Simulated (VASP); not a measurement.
# Al2Cu (I4/mmm) in VASP: a series of runs, part 2 of 2

VASP 6.6.1. Earlier steps stand in the parts before.

## (5) Single point, PBEsol (strain -0.030 along x and y, +0.015 along z)

File INCAR:

```
PREC     = Accurate       # precision mode
ENCUT    = 520            # plane-wave cutoff, eV
EDIFF    = 1E-6           # SCF threshold, eV
ISMEAR   = 0              # smearing method
SIGMA    = 0.15           # smearing width, eV
LREAL    = False          # projectors in reciprocal space
LASPH    = True           # aspherical terms in the spheres
NELM     = 60             # most SCF steps
ALGO     = Fast           # electronic algorithm
ISIF     = 2              # what is computed and relaxed
LWAVE    = False          # write WAVECAR
LCHARG   = True           # write CHGCAR
GGA      = PS             # functional
LELF     = True           # ELF
LVHAR    = True         
NBANDS   = 16             # bands
```

File KPOINTS:

```
Automatic mesh
0
Gamma
  16 16 16
```

File POSCAR:

```
Al2Cu
1.0
   -1.9638926004      1.9638926004      2.9059588708
    1.9638926004     -1.9638926004      2.9059588708
    1.9638926004      1.9638926004     -2.9059588708
Al Cu
2 1
Direct
    0.7500000000      0.2500000000      0.5000000000
    0.2500000000      0.7500000000      0.5000000000
    0.5000000000      0.5000000000      0.0000000000
```

Potentials or basis: VASP PAW PBE potentials, release 64 (Al, Cu).

On the command line:

```
> cat potpaw_PBE.64/Al/POTCAR potpaw_PBE.64/Cu/POTCAR > POTCAR
> mpirun -np 1 vasp_std > vasp.out
```

OUTCAR:

```text
PREC = Accurate
   ENCUT = 520
   EDIFF = 1E-6
   ISMEAR = 0
   LREAL = False
   LASPH = True
   NELM = 60
   ISIF = 2
   GGA = PS

 ion  position               nearest neighbor table
   1  0.750  0.250  0.500-   3 2.44   3 2.44   3 2.44   3 2.44   2 2.78   2 2.78   2 2.78   2 2.78
                             2 2.91   2 2.91
   2  0.250  0.750  0.500-   3 2.44   3 2.44   3 2.44   3 2.44   1 2.78   1 2.78   1 2.78   1 2.78
                             1 2.91   1 2.91
   3  0.500  0.500  0.000-   2 2.44   1 2.44   1 2.44   2 2.44   1 2.44   2 2.44   2 2.44   1 2.44

  LATTYP: Found a body centered tetragonal cell.
 ALAT       =     3.9277852008
 C/A-ratio  =     1.4796933754

  Lattice vectors:

 A1 = (  -1.9638926004,   1.9638926004,   2.9059588708)
 A2 = (   1.9638926004,  -1.9638926004,   2.9059588708)
 A3 = (   1.9638926004,   1.9638926004,  -2.9059588708)

Analysis of symmetry for initial positions (statically):
=====================================================================
 Subroutine PRICEL returns:
 Original cell was already a primitive cell.

 Routine SETGRP: Setting up the symmetry group for a
 body centered tetragonal supercell.

 Subroutine GETGRP returns: Found 16 space group operations
 (whereof 16 operations were pure point group operations)
 out of a pool of 16 trial point group operations.

The static configuration has the point symmetry D_4h.

Analysis of symmetry for dynamics (positions and initial velocities):
=====================================================================
 Subroutine PRICEL returns:
 Original cell was already a primitive cell.

 Routine SETGRP: Setting up the symmetry group for a
 body centered tetragonal supercell.

 Subroutine GETGRP returns: Found 16 space group operations
 (whereof 16 operations were pure point group operations)
 out of a pool of 16 trial point group operations.

The dynamic configuration has the point symmetry D_4h.

 Subroutine INISYM returns: Found 16 space group operations
 (whereof 16 operations are pure point group operations),
 and found     1 'primitive' translations

----------------------------------------------------------------------------------------

                                     Primitive cell

  volume of cell :      44.8317

  direct lattice vectors                    reciprocal lattice vectors
    -1.963892600  1.963892600  2.905958871     0.000000000  0.254596407  0.172060247
     1.963892600 -1.963892600  2.905958871     0.254596407  0.000000000  0.172060247
     1.963892600  1.963892600 -2.905958871     0.254596407  0.254596407  0.000000000

  length of vectors
     4.019744426  4.019744426  4.019744426     0.307284980  0.307284980  0.360053692

  position of ions in fractional coordinates (direct lattice)
     0.750000000  0.250000000  0.500000000
     0.250000000  0.750000000  0.500000000
     0.500000000  0.500000000  0.000000000

  ion indices of the primitive-cell ions
   primitive index   ion index
                 1           1
                 2           2
                 3           3

----------------------------------------------------------------------------------------

 KPOINTS: Automatic mesh

Automatic generation of k-mesh.
[... 24 lines left out ...]
  0.062500  0.000000  0.000000      8.000000
  0.125000  0.000000  0.000000      8.000000
  0.187500  0.000000  0.000000      8.000000
  0.250000  0.000000  0.000000      8.000000
  0.312500 -0.000000  0.000000      8.000000
[... 16 lines left out ...]
 -0.125000  0.062500  0.000000     16.000000
 -0.062500  0.062500  0.000000      4.000000
 [... further k-points ...]
   k-points           NKPTS =    349   k-points in BZ     NKDIM =    349   number of bands    NBANDS=     16
   number of dos      NEDOS =    301   number of ions     NIONS =      3
   total plane-waves  NPLWV =  27000
   dimension x,y,z NGX =    30 NGY =   30 NGZ =   30
   dimension x,y,z NGXF=    60 NGYF=   60 NGZF=   60
   ions per type =               2   1
   NGX,Y,Z   is equivalent  to a cutoff of  12.41, 12.41, 12.41 a.u.
   NGXF,Y,Z  is equivalent  to a cutoff of  24.81, 24.81, 24.81 a.u.
 SYSTEM =  unknown system
   PREC   = accura    normal or accurate (medium, high low for compatibility)
   ISTART =      0    job   : 0-new  1-cont  2-samecut
   ICHARG =      2    charge: 1-file 2-atom 10-const
   ISPIN  =      1    spin polarized calculation?
   LNONCOLLINEAR =      F non collinear calculations
   LSORBIT =      F    spin-orbit coupling
   LASPH  =      T    aspherical Exc in radial PAW
   ENCUT  =  520.0 eV  38.22 Ry    6.18 a.u.   7.47  7.47  7.47*2*pi/ulx,y,z
   NELM   =     60;   NELMIN=  2; NELMDL= -5     # of ELM steps
   EDIFF  = 0.1E-05   stopping-criterion for ELM
   LREAL  =      F    real-space projection
   EDIFFG = 0.1E-04   stopping-criterion for IOM
   NSW    =      0    number of steps for IOM
   IBRION =     -1    ionic relax: 0-MD 1-quasi-New 2-CG
   NFREE  =      0    steps in history (QN), initial steepest desc. (CG)
   ISIF   =      2    stress and relaxation
   ISYM   =      2    0-nonsym 1-usesym 2-fastsym
   POTIM  = 0.5000    time-step for ionic-motion
   TEBEG  =    0.0;   TEEND  =   0.0 temperature during run
   PSTRESS=    0.0 pullay stress
   NELECT =      17.0000    total number of electrons
   NUPDOWN=      -1.0000    fix difference up-down
   EMIN   =  10.00;   EMAX   =-10.00  energy-range for DOS
   EFERMI =   0.00;   METHOD = LEGACY
   ISMEAR =     0;   SIGMA  =   0.15  broadening in eV -4-tet -1-fermi 0-gaus
   EFERMI_NEDOS =   21; number of points for ismear=-14 and -15
   IALGO  =     68    algorithm
   IMIX   =      4    mixing-type and parameters
     AMIX     =   0.40;   BMIX     =  1.00
     AMIX_MAG =   1.60;   BMIX_MAG =  1.00
  volume/ion in A,a.u.               =      14.94       100.85
  Fermi-wavevector in a.u.,A,eV,Ry     =   1.184939  2.239211 19.103689  1.404082
  Thomas-Fermi vector in A             =   2.321143
   LORBIT       =      0    0 simple, 1 ext, 2 COOP (PROOUT), +10 PAW based schemes
   GGA     = PS    functional components
   LHFCALC =     F    Hartree Fock is set to
   AEXX    =    0.0000 exact exchange contribution
   IVDW    =     0    specifies the selected vdW correction
   LEPSILON=     F    determine dielectric tensor
   LRPA    =     F    only Hartree local field effects (RPA)
 non-spin polarized calculation
 RMM-DIIS sequential band-by-band and
 Gauss-broadening in eV      SIGMA  =   0.15
  energy-cutoff  :      520.00
  volume of cell :       44.83
 maximum number of plane-waves:      1235
 NGX is ok and might be reduce to    30
   NGX = 15   NGY = 15   NGZ = 15

 number of electron      17.0000011 magnetization

 Free energy of the ion-electron system (eV)
  ---------------------------------------------------
  ext. energy  EPLUGINS =         0.00000000
  ---------------------------------------------------
  free energy    TOTEN  =       -12.95989636 eV

  energy without entropy =      -12.95083931  energy(sigma->0) =      -12.95536784

 E-fermi :   7.5787     XC(G=0): -10.8292

 val. band max:        7.5724239675   @ k =  -0.1875  -0.3125   0.1250
 cond. band min:       7.5837255778   @ k =   0.1250   0.0625   0.0000
 fundamental gap:      0.0113016103
 Fermi energy:         7.5786815780

 k-point     1 :       0.0000    0.0000    0.0000
  band No.  band energies     occupation
      1      -3.0242      2.00000
      2       2.7525      2.00000
      3       2.7525      2.00000
      4       2.7978      2.00000
      5       3.3160      2.00000
      6       3.3993      2.00000
[... 433 lines left out ...]
      3       2.7622      2.00000
      4       2.8096      2.00000
      5       3.3185      2.00000
      6       3.3910      2.00000
[... 8 lines left out ...]
     15      13.9511      0.00000
     16      15.2900      0.00000

 [... further k-points ...]

------------------------ aborting loop because EDIFF is reached ----------------------------------------

  FORCE on cell =-STRESS in cart. coord.  units (eV):
  Direction    XX          YY          ZZ          XY          YZ          ZX
  --------------------------------------------------------------------------------------
  -------------------------------------------------------------------------------------
  Total        2.0901316      2.0901316      0.7385491      0.0000000     -0.0000000      0.0000000
  in kB       74.6963358     74.6963358     26.3939906      0.0000000     -0.0000000      0.0000000
  external PRESSURE =      58.5955540 kB  Pullay stress =       0.0000000 kB

 VOLUME and BASIS-vectors are now :
 -----------------------------------------------------------------------------
  energy-cutoff  :      520.00
  volume of cell :       44.83
      direct lattice vectors                 reciprocal lattice vectors
    -1.963892600  1.963892600  2.905958871     0.000000000  0.254596407  0.172060247
     1.963892600 -1.963892600  2.905958871     0.254596407  0.000000000  0.172060247
     1.963892600  1.963892600 -2.905958871     0.254596407  0.254596407  0.000000000

 POSITION                                       TOTAL-FORCE (eV/Angst)
 -----------------------------------------------------------------------------------
     -0.00000      1.96389      1.45298         0.000000     -0.000000      0.000000
      1.96389     -0.00000      1.45298        -0.000000      0.000000     -0.000000
      0.00000      0.00000      2.90596        -0.000000      0.000000     -0.000000
 -----------------------------------------------------------------------------------
    total drift:                                0.000000     -0.000000      0.000000

  FREE ENERGIE OF THE ION-ELECTRON SYSTEM (eV)
  ---------------------------------------------------
  free  energy   TOTEN  =       -12.9598963599 eV

  energy  without entropy=      -12.9508393142  energy(sigma->0) =      -12.95536784
```

Wall time 6.8 min (1 thread of Intel Xeon 8259CL, shared host); peak memory 0.36 GiB.

Results:

* Free energy: -12.9599 eV
* Pressure: 5.9 GPa
* Band gap on the k mesh: zero (an odd number of electrons rules out a gap without spin polarisation)

Caveat: the cell differs from its parent crystal (strain -0.030 along x and y, +0.015 along z); the cell stands under pressure; the PAW data sets were made with another functional, which shifts forces and pressure a little.

## (6) The runs side by side

| cell | further INCAR settings | gap on the mesh (eV) | pressure (GPa) |
| --- | --- | --- | --- |
| a = 3.958 Å, angles 120.5, 120.5, 89.1°, 3 atoms | ALGO = Fast; EDIFF = 1e-07; NBANDS = 16 | none | 10.0 |
| a = 3.989 Å, angles 121.0, 121.0, 88.3°, 3 atoms | ALGO = Fast; EDIFF = 1e-06; NBANDS = 16 | none | 7.9 |
| a = 3.958 Å, angles 119.5, 119.5, 90.9°, 3 atoms | ALGO = Fast; EDIFF = 1e-06; NBANDS = 16 | none | 7.8 |
| a = 4.020 Å, angles 121.5, 121.5, 87.4°, 3 atoms | ALGO = Fast; EDIFF = 1e-06; NBANDS = 16 | none | 5.9 |

Alike in all rows: task single point; level PBEsol; potentials or basis VASP PAW PBE potentials, release 64 (Al, Cu); no spin polarisation; k mesh 16 × 16 × 16; cutoff (eV) 520; smearing gaussian 0.15 eV.

Caveats: the cell stands under pressure; the PAW data sets were made with another functional, which shifts forces and pressure a little.

Absolute energies hang on the potentials; compare differences alone.
